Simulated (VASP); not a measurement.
# Ti (I4/mmm) in VASP: notebook

Runs on Ti. Level: PBEsol. Tasks: single point.

Everything below comes from runs of VASP 6.6.1. Logs are shortened: lines on timing, memory, paths and dates and some standing lists are left out, and cuts for length are marked.

### Step 1. The cell of the first run

The structure is tetragonal, space group I4/mmm (No. 139). The conventional cell has a = 3.487 Å, b = 3.487 Å, c = 2.720 Å, α = 90.00°, β = 90.00°, γ = 90.00°. Within 3.6 Å of Ti (site symmetry 4/mmm) lie 14 Ti at 2.72 to 3.49 Å.

### Step 2. Single point, PBEsol

Contents of INCAR:

```
PREC     = Accurate       # precision mode
ENCUT    = 520            # plane-wave cutoff, eV
EDIFF    = 1E-7           # SCF threshold, eV
ISMEAR   = 0              # smearing method
SIGMA    = 0.15           # smearing width, eV
LREAL    = F              # projectors in reciprocal space
LASPH    = T              # aspherical terms in the spheres
NELM     = 80             # most SCF steps
ALGO     = Fast           # electronic algorithm
ISIF     = 2              # what is computed and relaxed
LWAVE    = F              # write WAVECAR
LCHARG   = F              # write CHGCAR
GGA      = PS             # functional
NBANDS   = 12             # bands
```

Contents of KPOINTS:

```
regular mesh
0
Gamma
  28 28 28
```

Contents of POSCAR:

```
Ti
1.0
   -1.7437126036      1.7437126036      1.3600958308
    1.7437126036     -1.7437126036      1.3600958308
    1.7437126036      1.7437126036     -1.3600958308
Ti
1
Direct
    0.0000000000      0.0000000000      0.0000000000
```

Potentials or basis: VASP PAW PBE potentials, release 64 (Ti_sv).

Launch:

```console
$ cat potpaw_PBE.64/Ti_sv/POTCAR > POTCAR
$ mpirun -np 1 vasp_std > vasp.out
```

OUTCAR:

```text
PREC = Accurate
   ENCUT = 520
   EDIFF = 1E-7
   ISMEAR = 0
   LREAL = F
   LASPH = T
   NELM = 80
   ISIF = 2
   GGA = PS

 ion  position               nearest neighbor table
   1  0.000  0.000  0.000-

  LATTYP: Found a body centered tetragonal cell.
 ALAT       =     3.4874252072
 C/A-ratio  =     0.7800000000

  Lattice vectors:

 A1 = (  -1.7437126036,   1.7437126036,   1.3600958308)
 A2 = (   1.7437126036,  -1.7437126036,   1.3600958308)
 A3 = (   1.7437126036,   1.7437126036,  -1.3600958308)

Analysis of symmetry for initial positions (statically):
=====================================================================
 Subroutine PRICEL returns:
 Original cell was already a primitive cell.

 Routine SETGRP: Setting up the symmetry group for a
 body centered tetragonal supercell.

 Subroutine GETGRP returns: Found 16 space group operations
 (whereof 16 operations were pure point group operations)
 out of a pool of 16 trial point group operations.

The static configuration has the point symmetry D_4h.

Analysis of symmetry for dynamics (positions and initial velocities):
=====================================================================
 Subroutine PRICEL returns:
 Original cell was already a primitive cell.

 Routine SETGRP: Setting up the symmetry group for a
 body centered tetragonal supercell.

 Subroutine GETGRP returns: Found 16 space group operations
 (whereof 16 operations were pure point group operations)
 out of a pool of 16 trial point group operations.

The dynamic configuration has the point symmetry D_4h.

 Subroutine INISYM returns: Found 16 space group operations
 (whereof 16 operations are pure point group operations),
 and found     1 'primitive' translations

----------------------------------------------------------------------------------------

                                     Primitive cell

  volume of cell :      16.5417

  direct lattice vectors                    reciprocal lattice vectors
    -1.743712604  1.743712604  1.360095831     0.000000000  0.286744501  0.367621155
     1.743712604 -1.743712604  1.360095831     0.286744501  0.000000000  0.367621155
     1.743712604  1.743712604 -1.360095831     0.286744501  0.286744501  0.000000000

  length of vectors
     2.816190327  2.816190327  2.816190327     0.466227114  0.466227114  0.405517962

  position of ions in fractional coordinates (direct lattice)
     0.000000000  0.000000000  0.000000000

  ion indices of the primitive-cell ions
   primitive index   ion index
                 1           1

[... 77 lines left out ...]
   ISIF   =      2    stress and relaxation
   ISYM   =      2    0-nonsym 1-usesym 2-fastsym
   POTIM  = 0.5000    time-step for ionic-motion
   TEBEG  =    0.0;   TEEND  =   0.0 temperature during run
   PSTRESS=    0.0 pullay stress
   NELECT =      12.0000    total number of electrons
   NUPDOWN=      -1.0000    fix difference up-down
   EMIN   =  10.00;   EMAX   =-10.00  energy-range for DOS
   EFERMI =   0.00;   METHOD = LEGACY
   ISMEAR =     0;   SIGMA  =   0.15  broadening in eV -4-tet -1-fermi 0-gaus
   EFERMI_NEDOS =   21; number of points for ismear=-14 and -15
   IALGO  =     68    algorithm
   IMIX   =      4    mixing-type and parameters
     AMIX     =   0.40;   BMIX     =  1.00
     AMIX_MAG =   1.60;   BMIX_MAG =  1.00
  volume/ion in A,a.u.               =      16.54       111.63
  Fermi-wavevector in a.u.,A,eV,Ry     =   1.470987  2.779762 29.440320  2.163802
  Thomas-Fermi vector in A             =   2.586177
   LORBIT       =      0    0 simple, 1 ext, 2 COOP (PROOUT), +10 PAW based schemes
   GGA     = PS    functional components
   LHFCALC =     F    Hartree Fock is set to
   AEXX    =    0.0000 exact exchange contribution
   IVDW    =     0    specifies the selected vdW correction
   LEPSILON=     F    determine dielectric tensor
   LRPA    =     F    only Hartree local field effects (RPA)
 non-spin polarized calculation
 RMM-DIIS sequential band-by-band and
 Gauss-broadening in eV      SIGMA  =   0.15
  energy-cutoff  :      520.00
  volume of cell :       16.54
 maximum number of plane-waves:       461
 NGX is ok and might be reduce to    24
   NGX = 11   NGY = 11   NGZ = 11

 number of electron      12.0000003 magnetization

 Free energy of the ion-electron system (eV)
  ---------------------------------------------------
  ext. energy  EPLUGINS =         0.00000000
  ---------------------------------------------------
  free energy    TOTEN  =        -8.23863732 eV

  energy without entropy =       -8.22189706  energy(sigma->0) =       -8.23026719

 E-fermi :   8.5241     XC(G=0): -11.8497

 val. band max:        8.5235948406   @ k =  -0.2857  -0.4286   0.1071
 cond. band min:       8.5242855346   @ k =  -0.3214  -0.3929   0.0357
 fundamental gap:      0.0006906940
 Fermi energy:         8.5240635192

 k-point     1 :       0.0000    0.0000    0.0000
  band No.  band energies     occupation
      1     -47.7235      2.00000
      2     -23.6266      2.00000
      3     -23.6266      2.00000
      4     -23.5171      2.00000
      5       2.4364      2.00000
      6       8.3733      1.84482
      7       9.7449      0.00000
      8      10.5562      0.00000
      9      10.5562      0.00000
     10      12.1525      0.00000
     11      24.7535      0.00000
     12      24.7535      0.00000
[... 331 lines left out ...]
 k-point    24 :       0.3214    0.0357    0.0000
  band No.  band energies     occupation
      1     -47.5561      2.00000
      2     -24.2922      2.00000
      3     -23.7954      2.00000
      4     -23.7075      2.00000
      5       5.6529      2.00000
      6       7.8374      2.00000
      7       9.3087      0.00000
      8      11.2817      0.00000
      9      11.7125      0.00000
     10      12.1947      0.00000
     11      21.2661      0.00000
     12      23.2780      0.00000

 [... further k-points ...]
[... 5 lines left out ...]
  --------------------------------------------------------------------------------------
  -------------------------------------------------------------------------------------
  Total       -0.2747968     -0.2747968      0.4167577      0.0000000      0.0000000      0.0000000
  in kB      -26.6160045    -26.6160045     40.3659247      0.0000000      0.0000000      0.0000000
  external PRESSURE =      -4.2886948 kB  Pullay stress =       0.0000000 kB

 VOLUME and BASIS-vectors are now :
 -----------------------------------------------------------------------------
  energy-cutoff  :      520.00
  volume of cell :       16.54
      direct lattice vectors                 reciprocal lattice vectors
    -1.743712604  1.743712604  1.360095831     0.000000000  0.286744501  0.367621155
     1.743712604 -1.743712604  1.360095831     0.286744501  0.000000000  0.367621155
     1.743712604  1.743712604 -1.360095831     0.286744501  0.286744501  0.000000000

 POSITION                                       TOTAL-FORCE (eV/Angst)
 -----------------------------------------------------------------------------------
      0.00000      0.00000      0.00000        -0.000000      0.000000     -0.000000
 -----------------------------------------------------------------------------------
    total drift:                                0.000000      0.000000     -0.000000

  FREE ENERGIE OF THE ION-ELECTRON SYSTEM (eV)
  ---------------------------------------------------
  free  energy   TOTEN  =        -8.2386373177 eV

  energy  without entropy=       -8.2218970576  energy(sigma->0) =       -8.23026719
```

OSZICAR:

```text
N       E                     dE             d eps       ncg     rms          rms(c)
DAV:   1     0.867353465079E+02    0.86735E+02   -0.65585E+03 39476   0.122E+03
DAV:   2    -0.489458485161E+01   -0.91630E+02   -0.89104E+02 40020   0.298E+02
DAV:   3    -0.908248451529E+01   -0.41879E+01   -0.41337E+01 54404   0.651E+01
[... 18 lines left out ...]
RMM:  22    -0.823863663284E+01   -0.45534E-06   -0.37970E-06 44273   0.943E-03    0.630E-04
RMM:  23    -0.823863693504E+01   -0.30219E-06   -0.26803E-06 37742   0.630E-03    0.144E-04
RMM:  24    -0.823863711229E+01   -0.17725E-06   -0.16668E-06 33575   0.429E-03    0.176E-04
RMM:  25    -0.823863723794E+01   -0.12565E-06   -0.12380E-06 31925   0.321E-03    0.157E-04
RMM:  26    -0.823863731771E+01   -0.79772E-07   -0.81948E-07 28339   0.255E-03
   1 F= -.82386373E+01 E0= -.82302672E+01  d E =-.167403E-01
```

stdout:

```text
POSCAR found type information on POSCAR Ti
 POSCAR found :  1 types and       1 ions
 scaLAPACK will be used
 -----------------------------------------------------------------------------
|                                                                             |
|                                                                             |
|     You enforced a specific xc type in the INCAR file but a different       |
[... 83 lines left out ...]
WARNING in EDDRMM: call to ZHEGV failed, returncode =   8  4     10
WARNING in EDDRMM: call to ZHEGV failed, returncode =   8  4     12
WARNING in EDDRMM: call to ZHEGV failed, returncode =   6  3     10
WARNING in EDDRMM: call to ZHEGV failed, returncode =   8  4     10
WARNING in EDDRMM: call to ZHEGV failed, returncode =   6  3     10
WARNING in EDDRMM: call to ZHEGV failed, returncode =   6  3      5
WARNING in EDDRMM: call to ZHEGV failed, returncode =   6  3      9
```

Run time: 6.7 min. Hardware: 1 thread of Intel Xeon 6975P-C, shared host; peak memory 0.42 GiB.

Results:

* Free energy: -8.2386 eV
* Pressure: -0.4 GPa
* Band gap on the k mesh: zero (band 6 reaches 9.21 eV, above the bottom of band 7 at 8.13 eV)

Levels at points of the mesh, in eV from the Fermi level:
| k point | band 3 | band 4 | band 5 | band 6 | band 7 | band 8 | band 9 | band 10 |
| --- | --- | --- | --- | --- | --- | --- | --- | --- |
| (0.00, 0.00, 0.00) | -32.15 | -32.04 | -6.09 | -0.15 | 1.22 | 2.03 | 2.03 | 3.63 |
| (0.50, 0.00, 0.00) | -32.37 | -32.26 | -2.59 | -1.09 | 2.17 | 2.64 | 4.26 | 4.35 |
| (0.50, 0.50, 0.00) | -32.18 | -32.10 | -2.64 | 0.20 | 1.20 | 1.33 | 2.62 | 4.38 |
| (0.50, 0.50, 0.50) | -32.75 | -32.32 | -2.59 | -2.05 | 4.12 | 4.12 | 4.45 | 6.46 |

Caveat: the PAW data sets were made with another functional, which shifts forces and pressure a little.

### Step 3. Single point, PBEsol

Contents of INCAR:

```
PREC = Accurate
ENCUT = 520
EDIFF = 1E-6
ISMEAR = 0
SIGMA = 0.15
LREAL = False
LASPH = True
NELM = 100
ALGO = Fast
ISIF = 2
LWAVE = False
LCHARG = False
GGA = PS
NBANDS = 12
```

Contents of KPOINTS:

```
Automatic mesh
0
Gamma
  28 28 28
```

Contents of POSCAR:

```
Ti
1.0
   -1.4707041688      1.4707041688      1.9119154194
    1.4707041688     -1.4707041688      1.9119154194
    1.4707041688      1.4707041688     -1.9119154194
Ti
1
Direct
    0.0000000000      0.0000000000      0.0000000000
```

Potentials or basis: VASP PAW PBE potentials, release 64 (Ti_sv).

Launch:

```console
$ cat potpaw_PBE.64/Ti_sv/POTCAR > POTCAR
$ mpirun -np 1 vasp_std > vasp.out
```

Wall time 5.3 min (1 thread of Intel Xeon 6975P-C, shared host); peak memory 0.42 GiB.

Results (log left out):

* Free energy: -8.2844 eV
* Pressure: 0.7 GPa
* Band gap on the k mesh: zero (band 6 reaches 9.51 eV, above the bottom of band 7 at 8.07 eV)

Stress tensor (GPa, compression positive):
```
-0.20  0.00  0.00
 0.00 -0.20  0.00
 0.00  0.00  2.38
```

Levels at points of the mesh, in eV from the Fermi level:
| k point | band 4 | band 5 | band 6 | band 7 | band 8 | band 9 |
| --- | --- | --- | --- | --- | --- | --- |
| (0.00, 0.00, 0.00) | -32.26 | -6.19 | 0.74 | 0.74 | 1.39 | 2.24 |
| (0.50, 0.00, 0.00) | -32.32 | -2.69 | 0.40 | 0.81 | 1.22 | 3.64 |
| (0.50, 0.50, 0.00) | -32.46 | -2.75 | -1.71 | 2.57 | 3.75 | 3.86 |
| (0.50, 0.50, 0.50) | -32.62 | -2.70 | -1.97 | 3.80 | 4.14 | 4.14 |

Caveat: the PAW data sets were made with another functional, which shifts forces and pressure a little.
